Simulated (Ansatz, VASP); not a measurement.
# Al in VASP and in Ansatz

File INCAR:

```
SYSTEM = Al
PREC = Accurate
ENCUT = 520
EDIFF = 1E-6
ISMEAR = 0
SIGMA = 0.15
LREAL = .FALSE.
LASPH = .TRUE.
NELM = 100
ALGO = Fast
ISIF = 2
LWAVE = .FALSE.
LCHARG = .TRUE.
GGA = PS
LELF = .TRUE.
LVHAR = .TRUE.
NBANDS = 14
```

Contents of KPOINTS:

```
regular mesh
0
G
  22 22 7
  0 0 0
```

The input POSCAR:

```
Al
1.0
   -1.6064390039      1.6064390039     -1.6064390039
   -1.6064390039     -1.6064390039      1.6064390039
   -1.2851512031      6.4257560155      6.4257560155
Al
4
Direct
   -0.3500000000     -0.3500000000      0.8750000000
    0.4500000000      0.4500000000      0.1250000000
   -0.1500000000     -0.1500000000      0.3750000000
    0.2500000000      0.2500000000      0.6250000000
```

Input for Ansatz:

```yaml
crystal:
  lattice:
    - [-1.6064390039, 1.6064390039, -1.6064390039]
    - [-1.6064390039, -1.6064390039, 1.6064390039]
    - [-1.2851512031, 6.4257560155, 6.4257560155]
  atoms:
    - { symbol: Al, position: [-0.35, -0.35, 0.875] }
    - { symbol: Al, position: [0.45, 0.45, 0.125] }
    - { symbol: Al, position: [-0.15, -0.15, 0.375] }
    - { symbol: Al, position: [0.25, 0.25, 0.625] }
basis:
  ecutwfc: 420
kpoints:
  mp_grid: { grid: [22, 22, 7] }
hamiltonian:
  xc: pbesol
scf:
  occupations: { method: gaussian, width: 0.15 }
output:
  forces: true
  stress: true
  eigenvalues: true
  write_density: true
  write_potential: true
  elf: true
  volumetric_format: npy
```

Alike in both runs: task single point; functional PBEsol; k mesh 22 × 22 × 7; occupations gaussian, width 0.15 eV; no spin polarisation.

|  | VASP | Ansatz |
| --- | --- | --- |
| version | VASP 6.6.1 | Ansatz 0.2.0 |
| potentials or method | VASP PAW PBE potentials, release 64 (Al), cutoff 520 eV | scalar-relativistic, plane waves, PAW |
| valence electrons in the cell | 12 | 12 |

|  | VASP | Ansatz | Ansatz less VASP |
| --- | --- | --- | --- |
| gap on the k mesh at the Fermi level (eV) | none | none | - |
| pressure (GPa) | 4.3 | 4.2 | -0.09 |
| traceless stress, the component that is largest in VASP (GPa) | 5.95 | 5.93 | -0.029 |
| rms of the force components (eV/Å) | 1.027 | 1.022 | -0.0052 |

VASP's potentials were made for PBE, not for PBEsol. Atom by atom the forces differ by 0.005 eV/Å (rms over components). A gap of «none» marks a metal or a gap that the smearing closes.
